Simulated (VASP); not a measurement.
# Rb (P6_3/mmc) in VASP: notebook

The runs below take Rb through single point, with RPBE.

Program: VASP 6.6.1. These are calculated values, not measurements. Logs are shortened: lines on timing, memory, paths and dates and some standing lists are left out, and cuts for length are marked.

**1. The cell of the first run**

The structure is hexagonal, space group P6_3/mmc (No. 194). Conventional cell: a = 5.208 Å, b = 5.208 Å, c = 8.588 Å, α = 90.00°, β = 90.00°, γ = 120.00°.

This isn't the form of Rb at room conditions, which is bcc.

**2. Single point, RPBE**

Input file INCAR:

```
SYSTEM = Rb
PREC = Accurate
ENCUT = 520
EDIFF = 1E-6
ISMEAR = -1
SIGMA = 0.1
LREAL = .False.
LASPH = .True.
NELM = 80
ALGO = Normal
ISIF = 2
LWAVE = .False.
LCHARG = .False.
GGA = RP
NBANDS = 16
```

Input file KPOINTS:

```
regular mesh
0
Gamma
  7 7 4
  0 0 0
```

Input file POSCAR:

```
Rb
1.0
    5.2082014682      0.0000000000      0.0000000000
   -2.6041007341      4.5104347795      0.0000000000
    0.0000000000      0.0000000000      8.5876035586
Rb
2
Direct
    0.3333333333      0.6666666667      0.2500000000
    0.6666666667      0.3333333333      0.7500000000
```

Potentials or basis: VASP PAW PBE potentials, release 64 (Rb_sv).

Started as:

```console
$ cat potpaw_PBE.64/Rb_sv/POTCAR > POTCAR
$ mpirun -np 1 vasp_std > vasp.out
```

OUTCAR:

```text
SYSTEM = Rb
   PREC = Accurate
   ENCUT = 520
   EDIFF = 1E-6
   ISMEAR = -1
   LREAL = .False.
   LASPH = .True.
   NELM = 80
   ISIF = 2
   GGA = RP

 ion  position               nearest neighbor table
   1  0.333  0.667  0.250-   2 5.24   2 5.24   2 5.24   2 5.24   2 5.24   2 5.24
   2  0.667  0.333  0.750-   1 5.24   1 5.24   1 5.24   1 5.24   1 5.24   1 5.24

  LATTYP: Found a hexagonal cell.
 ALAT       =     5.2082014682
 C/A-ratio  =     1.6488616293

  Lattice vectors:

 A1 = (   5.2082014682,   0.0000000000,   0.0000000000)
 A2 = (  -2.6041007341,   4.5104347795,   0.0000000000)
 A3 = (   0.0000000000,   0.0000000000,   8.5876035586)

Analysis of symmetry for initial positions (statically):
=====================================================================
 Subroutine PRICEL returns:
 Original cell was already a primitive cell.

 Routine SETGRP: Setting up the symmetry group for a
 hexagonal supercell.

 Subroutine GETGRP returns: Found 24 space group operations
 (whereof 12 operations were pure point group operations)
 out of a pool of 24 trial point group operations.

The static configuration has the point symmetry D_3d.
 The point group associated with its full space group is D_6h.

Analysis of symmetry for dynamics (positions and initial velocities):
=====================================================================
 Subroutine PRICEL returns:
 Original cell was already a primitive cell.

 Routine SETGRP: Setting up the symmetry group for a
 hexagonal supercell.

 Subroutine GETGRP returns: Found 24 space group operations
 (whereof 12 operations were pure point group operations)
 out of a pool of 24 trial point group operations.

The dynamic configuration has the point symmetry D_3d.
 The point group associated with its full space group is D_6h.

 Subroutine INISYM returns: Found 24 space group operations
 (whereof 12 operations are pure point group operations),
 and found     1 'primitive' translations

----------------------------------------------------------------------------------------

                                     Primitive cell

  volume of cell :     201.7336

  direct lattice vectors                    reciprocal lattice vectors
     5.208201468  0.000000000  0.000000000     0.192004861  0.110854058  0.000000000
    -2.604100734  4.510434779  0.000000000     0.000000000  0.221708117  0.000000000
     0.000000000  0.000000000  8.587603559     0.000000000  0.000000000  0.116446922

  length of vectors
     5.208201468  5.208201468  8.587603559     0.221708117  0.221708117  0.116446922

  position of ions in fractional coordinates (direct lattice)
     0.333333333  0.666666667  0.250000000
     0.666666667  0.333333333  0.750000000

  ion indices of the primitive-cell ions
   primitive index   ion index
                 1           1
                 2           2

----------------------------------------------------------------------------------------

 KPOINTS: regular mesh

Automatic generation of k-mesh.
 Grid dimensions read from file:
 generate k-points for:    7    7    4

 Generating k-lattice:

  Cartesian coordinates                     Fractional coordinates (reciprocal lattice)
     0.027429266  0.015836294  0.000000000     0.142857143 -0.000000000  0.000000000
     0.000000000  0.031672588  0.000000000     0.000000000  0.142857143  0.000000000
     0.000000000  0.000000000  0.029111730     0.000000000  0.000000000  0.250000000

  Length of vectors
     0.031672588  0.031672588  0.029111730

  Shift w.r.t. Gamma in fractional coordinates (k-lattice)
     0.000000000  0.000000000  0.000000000

 Subroutine IBZKPT returns following result:
 ===========================================

 Found     24 irreducible k-points:

 Following reciprocal coordinates:
            Coordinates               Weight
  0.000000  0.000000  0.000000      1.000000
  0.142857 -0.000000  0.000000      6.000000
  0.285714  0.000000  0.000000      6.000000
  0.428571  0.000000  0.000000      6.000000
  0.142857  0.142857  0.000000      6.000000
  0.285714  0.142857  0.000000     12.000000
[... 16 lines left out ...]
  0.428571  0.142857  0.500000      6.000000
  0.285714  0.285714  0.500000      6.000000
   k-points           NKPTS =     24   k-points in BZ     NKDIM =     24   number of bands    NBANDS=     16
   number of dos      NEDOS =    301   number of ions     NIONS =      2
   total plane-waves  NPLWV = 102400
   dimension x,y,z NGX =    40 NGY =   40 NGZ =   64
   dimension x,y,z NGXF=    80 NGYF=   80 NGZF=  128
   ions per type =               2
   NGX,Y,Z   is equivalent  to a cutoff of  12.77, 12.77, 12.39 a.u.
   NGXF,Y,Z  is equivalent  to a cutoff of  25.54, 25.54, 24.78 a.u.
 SYSTEM =  Rb
   PREC   = accura    normal or accurate (medium, high low for compatibility)
   ISTART =      0    job   : 0-new  1-cont  2-samecut
   ICHARG =      2    charge: 1-file 2-atom 10-const
   ISPIN  =      1    spin polarized calculation?
   LNONCOLLINEAR =      F non collinear calculations
   LSORBIT =      F    spin-orbit coupling
   LASPH  =      T    aspherical Exc in radial PAW
   ENCUT  =  520.0 eV  38.22 Ry    6.18 a.u.   9.68  9.68 15.97*2*pi/ulx,y,z
   NELM   =     80;   NELMIN=  2; NELMDL= -5     # of ELM steps
   EDIFF  = 0.1E-05   stopping-criterion for ELM
   LREAL  =      F    real-space projection
   EDIFFG = 0.1E-04   stopping-criterion for IOM
   NSW    =      0    number of steps for IOM
   IBRION =     -1    ionic relax: 0-MD 1-quasi-New 2-CG
   NFREE  =      0    steps in history (QN), initial steepest desc. (CG)
   ISIF   =      2    stress and relaxation
   ISYM   =      2    0-nonsym 1-usesym 2-fastsym
   POTIM  = 0.5000    time-step for ionic-motion
   TEBEG  =    0.0;   TEEND  =   0.0 temperature during run
   PSTRESS=    0.0 pullay stress
   NELECT =      18.0000    total number of electrons
   NUPDOWN=      -1.0000    fix difference up-down
   EMIN   =  10.00;   EMAX   =-10.00  energy-range for DOS
   EFERMI =   0.00;   METHOD = LEGACY
   ISMEAR =    -1;   SIGMA  =   0.10  broadening in eV -4-tet -1-fermi 0-gaus
   EFERMI_NEDOS =   21; number of points for ismear=-14 and -15
   IALGO  =     38    algorithm
   IMIX   =      4    mixing-type and parameters
     AMIX     =   0.40;   BMIX     =  1.00
     AMIX_MAG =   1.60;   BMIX_MAG =  1.00
  volume/ion in A,a.u.               =     100.87       680.68
  Fermi-wavevector in a.u.,A,eV,Ry     =   0.731543  1.382415  7.281220  0.535155
  Thomas-Fermi vector in A             =   1.823785
   LORBIT       =      0    0 simple, 1 ext, 2 COOP (PROOUT), +10 PAW based schemes
   GGA     = RP    functional components
   LHFCALC =     F    Hartree Fock is set to
   AEXX    =    0.0000 exact exchange contribution
   IVDW    =     0    specifies the selected vdW correction
   LEPSILON=     F    determine dielectric tensor
   LRPA    =     F    only Hartree local field effects (RPA)
 non-spin polarized calculation
  energy-cutoff  :      520.00
  volume of cell :      201.73
 maximum number of plane-waves:      5456
 NGX is ok and might be reduce to    40
   NGX = 19   NGY = 19   NGZ = 31

 number of electron      18.0000000 magnetization

 Free energy of the ion-electron system (eV)
  ---------------------------------------------------
  ext. energy  EPLUGINS =         0.00000000
  ---------------------------------------------------
  free energy    TOTEN  =        -1.68534897 eV

  energy without entropy =       -1.62626250  energy(sigma->0) =       -1.65580574

 E-fermi :  -0.0792     XC(G=0):  -5.0965

 val. band max:       -0.1411016986   @ k =   0.1429   0.1429   0.2500
 cond. band min:       0.0024582690   @ k =   0.2857   0.0000   0.2500
 fundamental gap:      0.1435599676
 Fermi energy:        -0.0792167848

 k-point     1 :       0.0000    0.0000    0.0000
  band No.  band energies     occupation
      1     -29.0883      2.00000
      2     -29.0862      2.00000
      3     -13.2111      2.00000
      4     -13.1584      2.00000
      5     -13.1584      2.00000
      6     -13.1500      2.00000
[... 8 lines left out ...]
     15       3.7204      0.00000
     16       3.7204      0.00000

 k-point     2 :       0.1429   -0.0000    0.0000
  band No.  band energies     occupation
      1     -29.0879      2.00000
      2     -29.0860      2.00000
      3     -13.2071      2.00000
      4     -13.1677      2.00000
      5     -13.1613      2.00000
      6     -13.1595      2.00000
[... 8 lines left out ...]
     15       3.6437      0.00000
     16       3.6697      0.00000

 k-point     3 :       0.2857    0.0000    0.0000
  band No.  band energies     occupation
      1     -29.0871      2.00000
      2     -29.0856      2.00000
      3     -13.1970      2.00000
      4     -13.1888      2.00000
      5     -13.1805      2.00000
      6     -13.1676      2.00000
[... 8 lines left out ...]
     15       3.5245      0.00000
     16       3.7507      0.00000

 k-point     4 :       0.4286    0.0000    0.0000
  band No.  band energies     occupation
      1     -29.0862      2.00000
      2     -29.0854      2.00000
      3     -13.2059      2.00000
      4     -13.1968      2.00000
      5     -13.1860      2.00000
      6     -13.1724      2.00000
[... 8 lines left out ...]
     15       3.3034      0.00000
     16       4.0673      0.00000
[... 324 lines left out ...]
 k-point    22 :       0.2857    0.1429    0.5000
  band No.  band energies     occupation
      1     -29.0859      2.00000
      2     -29.0859      2.00000
      3     -13.2017      2.00000
      4     -13.2017      2.00000
      5     -13.1723      2.00000
      6     -13.1723      2.00000
[... 8 lines left out ...]
     15       3.3311      0.00000
     16       3.3311      0.00000

 k-point    23 :       0.4286    0.1429    0.5000
  band No.  band energies     occupation
      1     -29.0857      2.00000
      2     -29.0857      2.00000
      3     -13.2079      2.00000
      4     -13.2079      2.00000
      5     -13.1753      2.00000
      6     -13.1753      2.00000
[... 8 lines left out ...]
     15       3.4178      0.00000
     16       3.4178      0.00000

 k-point    24 :       0.2857    0.2857    0.5000
  band No.  band energies     occupation
      1     -29.0856      2.00000
      2     -29.0856      2.00000
      3     -13.2020      2.00000
      4     -13.2020      2.00000
      5     -13.1844      2.00000
      6     -13.1844      2.00000
[... 8 lines left out ...]
     15       3.4801      0.00000
     16       3.4801      0.00000

------------------------ aborting loop because EDIFF is reached ----------------------------------------

  FORCE on cell =-STRESS in cart. coord.  units (eV):
  Direction    XX          YY          ZZ          XY          YZ          ZX
  --------------------------------------------------------------------------------------
  -------------------------------------------------------------------------------------
  Total        0.0100818      0.0100818      0.0181000      0.0000000      0.0000000      0.0000000
  in kB        0.0800699      0.0800699      0.1437510      0.0000000      0.0000000      0.0000000
  external PRESSURE =       0.1012969 kB  Pullay stress =       0.0000000 kB

 VOLUME and BASIS-vectors are now :
 -----------------------------------------------------------------------------
  energy-cutoff  :      520.00
  volume of cell :      201.73
      direct lattice vectors                 reciprocal lattice vectors
     5.208201468  0.000000000  0.000000000     0.192004861  0.110854058  0.000000000
    -2.604100734  4.510434779  0.000000000     0.000000000  0.221708117  0.000000000
     0.000000000  0.000000000  8.587603559     0.000000000  0.000000000  0.116446922

 POSITION                                       TOTAL-FORCE (eV/Angst)
 -----------------------------------------------------------------------------------
     -0.00000      3.00696      2.14690         0.000000      0.000000      0.000000
      2.60410      1.50348      6.44070         0.000000     -0.000000      0.000000
 -----------------------------------------------------------------------------------
    total drift:                               -0.000000      0.000000     -0.000000

  FREE ENERGIE OF THE ION-ELECTRON SYSTEM (eV)
  ---------------------------------------------------
  free  energy   TOTEN  =        -1.6853489723 eV

  energy  without entropy=       -1.6262625020  energy(sigma->0) =       -1.65580574
```

Run time: 1.8 min. Hardware: 1 thread of Intel Xeon 8259CL, shared host; peak memory 0.32 GiB.

Results:

| Quantity | Value |
| --- | --- |
| Free energy | -1.6853 eV |
| Pressure | 0.0 GPa |
| Band gap on the k mesh | zero (bands 9 and 10 overlap by 1.83 eV) |

Levels at points of the mesh, in eV from the Fermi level:
```csv
k point,band 5,band 6,band 7,band 8,band 9,band 10,band 11,band 12,band 13,band 14
"(0.00, 0.00, 0.00)",-13.08,-13.07,-13.07,-13.07,-1.83,0.15,0.54,3.43,3.43,3.45
"(0.00, 0.00, 0.50)",-13.07,-13.07,-13.07,-13.07,-1.23,-1.23,2.22,2.22,3.47,3.47
```

Caveat: the PAW data sets were made with another functional, which shifts forces and pressure a little.

**3. Single point, RPBE (88.76 Å³/atom)**

This run uses another cell than the first one, of 88.76 Å³/atom.

Input file INCAR:

```
SYSTEM = Rb
  PREC = Accurate
  ENCUT = 520
  EDIFF = 1E-7
  ISMEAR = -1
  SIGMA = 0.1
  LREAL = .False.
  LASPH = .True.
  NELM = 100
  ALGO = Normal
  ISIF = 2
  LWAVE = .False.
  LCHARG = .False.
  GGA = RP
  NBANDS = 16
```

Input file KPOINTS:

```
regular mesh
0
Gamma
  8 8 4
  0 0 0
```

Input file POSCAR:

```
Rb
1.0
    4.9909359868      0.0000000000      0.0000000000
   -2.4954679934      4.3222773533      0.0000000000
    0.0000000000      0.0000000000      8.2293628430
Rb
2
Direct
    0.3333333333      0.6666666667      0.2500000000
    0.6666666667      0.3333333333      0.7500000000
```

Potentials or basis: VASP PAW PBE potentials, release 64 (Rb_sv).

Started as:

```console
$ cat potpaw_PBE.64/Rb_sv/POTCAR > POTCAR
$ mpirun -np 1 vasp_std > vasp.out
```

It took 2.5 min on 1 thread of Intel Xeon 8259CL, shared host; peak memory 0.32 GiB.

It converged, with:

```yaml
Free_energy: -1.6556 eV
Pressure: 0.4 GPa
Band_gap_on_the_k_mesh: zero (bands 9 and 10 overlap by 2.18 eV)
```

Levels at points of the mesh, in eV from the Fermi level:
| k point | band 5 | band 6 | band 7 | band 8 | band 9 | band 10 | band 11 | band 12 | band 13 | band 14 |
| --- | --- | --- | --- | --- | --- | --- | --- | --- | --- | --- |
| (0.00, 0.00, 0.00) | -12.99 | -12.97 | -12.97 | -12.97 | -1.98 | 0.15 | 0.62 | 3.56 | 3.56 | 3.58 |
| (0.50, 0.00, 0.00) | -13.03 | -13.01 | -13.00 | -12.99 | 0.09 | 0.32 | 1.28 | 1.58 | 2.08 | 2.51 |
| (0.00, 0.00, 0.50) | -12.98 | -12.98 | -12.98 | -12.98 | -1.30 | -1.30 | 2.32 | 2.32 | 3.60 | 3.60 |
| (0.50, 0.00, 0.50) | -13.00 | -13.00 | -13.00 | -13.00 | 0.44 | 0.44 | 0.93 | 0.93 | 2.55 | 2.55 |

Caveat: the PAW data sets were made with another functional, which shifts forces and pressure a little.
